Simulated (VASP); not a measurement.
SiC:

```
CELL_PARAMETERS angstrom
0.00000 2.18987 2.18987
2.18987 0.00000 2.18987
2.18987 2.18987 0.00000
ATOMIC_POSITIONS crystal
Si 0.00000 0.00000 0.00000
C 0.25000 0.25000 0.25000
```

| Item | Value |
| --- | --- |
| Program | VASP 6.6.1 |
| Task | relaxation of cell and atoms |
| Functional | PBE |
| Dispersion | D3(BJ) |
| Potentials or basis | VASP PAW PBE potentials, release 64 (Si, C) |
| Cutoff | 600 eV |
| k mesh | 10 × 10 × 10 |
| Occupations | gaussian, width 0.02 eV |
| Spin | no spin polarisation |

At the start: pressure -4.7 GPa; volume 10.50 Å³/atom.

Q: How do energy, volume and symmetry change on relaxing?

A: Over 3 steps the energy falls by 3.5 meV/atom and the volume is 10.27 Å³/atom (-2.2 %); space group F-43m (No. 216, to 0.05 Å).

Step by step:
```tsv
step	energy change (eV)	largest force (eV/Å)	pressure (GPa)	volume (Å³)
1	0.0000	0.0000	-4.70	21.00
2	0.0004	0.0000	5.23	20.08
3	-0.0070	0.0000	-0.01	20.54
```

Final structure:
```
Si C
1.0
     0.00000    2.17368    2.17368
     2.17368    0.00000    2.17368
     2.17368    2.17368    0.00000
Si C
1 1
Direct
  0.00000 0.00000 0.00000
  0.25000 0.25000 0.25000
```
